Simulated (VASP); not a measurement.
A run of VASP 6.6.1 is set up as follows.

Contents of POSCAR:

```
Ag
1.0
    2.9036957658      0.0000000000      0.0000000000
   -1.4518478829      2.5146742980      0.0000000000
    0.0000000000      0.0000000000      4.7478463295
Ag
2
Direct
    0.3333333333      0.6666666667      0.2500000000
    0.6666666667      0.3333333333      0.7500000000
```

File INCAR.step1:

```
  ALGO = Normal
  EDIFF = 1E-4
  ENCUT = 520
  GGA = PE
  ISMEAR = 0
  LASPH = T
  LCHARG = F
  LREAL = F
  LWAVE = T
  NBANDS = 18
  NELM = 60
  PREC = Accurate
  SIGMA = 0.1
```

Contents of INCAR.step2:

```
  ALGO = Normal
  EDIFF = 1E-7
  ENCUT = 520
  ISIF = 2
  ISMEAR = 0
  ISTART = 1
  LASPH = T
  LCHARG = F
  LMIXTAU = T
  LREAL = F
  LWAVE = F
  METAGGA = R2SCAN
  NBANDS = 18
  NELM = 60
  PREC = Accurate
  SIGMA = 0.1
```

Contents of KPOINTS:

```
k-points
0
Gamma
  18 18 10
```

Potentials or basis: VASP PAW PBE potentials, release 64 (Ag).

Run with:

```bash
$ cat potpaw_PBE.64/Ag/POTCAR > POTCAR
$ cp INCAR.step1 INCAR
$ mpirun -np 1 vasp_std > vasp.out
$ cp INCAR.step2 INCAR
$ mpirun -np 1 vasp_std > vasp.out
```

Task: Predict the pressure.

Result: 0.1 GPa.

Task: Predict the band gap on the k mesh.

Result: Zero (bands 11 and 12 overlap by 7.93 eV).

Caveat: the PAW data sets were made with another functional, which shifts forces and pressure a little.
